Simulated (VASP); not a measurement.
Crystal: CaGe4N.

```
Ca Ge N
1.0
     5.07670    0.00000    0.00000
     0.00000    5.07670    0.00000
     0.00000    0.00000    5.07670
Ca Ge N
1 4 1
Cartesian
  2.5383 2.5383 2.5383
  0.9947 0.9947 0.9947
  4.0820 4.0820 0.9947
  4.0820 0.9947 4.0820
  0.9947 4.0820 4.0820
  0.0000 0.0000 0.0000
```

```yaml
Program: VASP 6.6.1
Task: relaxation of cell and atoms
Functional: PBE
Potentials_or_basis: VASP PAW PBE potentials, release 64 (Ca_sv, Ge_d, N)
Cutoff: 600 eV
k_mesh: 4 × 4 × 4
Occupations: gaussian, width 0.1 eV
Spin: no spin polarisation
```

At the start: pressure 17.8 GPa; volume 21.81 Å³/atom.

**Question.** Where does the relaxation end?

**Answer.** Over 10 steps the energy falls by 347.5 meV/atom and the volume is 25.13 Å³/atom (+15.3 %); space group P-43m (No. 215, to 0.05 Å).

The path:
```csv
step,energy change (eV),largest force (eV/Å),pressure (GPa),volume (Å³)
1,0.0000,5.9516,17.82,130.84
2,0.4201,3.1864,-7.51,182.35
3,-2.0586,0.5581,-0.54,150.29
4,-2.0736,0.3295,0.10,148.99
5,-2.0768,0.1591,0.59,148.08
6,-2.0763,0.2272,0.41,148.43
7,-2.0832,0.1450,-0.01,150.16
8,-2.0843,0.0967,-0.25,151.23
9,-2.0849,0.0627,0.13,150.54
10,-2.0852,0.0020,0.00,150.80
```

Final structure:
```yaml
crystal:
  lattice:
    - [5.32269, 0.00000, 0.00000]
    - [0.00000, 5.32269, 0.00000]
    - [0.00000, 0.00000, 5.32269]
  atoms:
    - { symbol: Ca, position: [0.50000, 0.50000, 0.50000] }
    - { symbol: Ge, position: [0.20851, 0.20851, 0.20851] }
    - { symbol: Ge, position: [0.79149, 0.79149, 0.20851] }
    - { symbol: Ge, position: [0.79149, 0.20851, 0.79149] }
    - { symbol: Ge, position: [0.20851, 0.79149, 0.79149] }
    - { symbol: N, position: [0.00000, 0.00000, 0.00000] }
```

Caveat: the volume moved by over 15 % at a fixed basis, so the end points are rough.
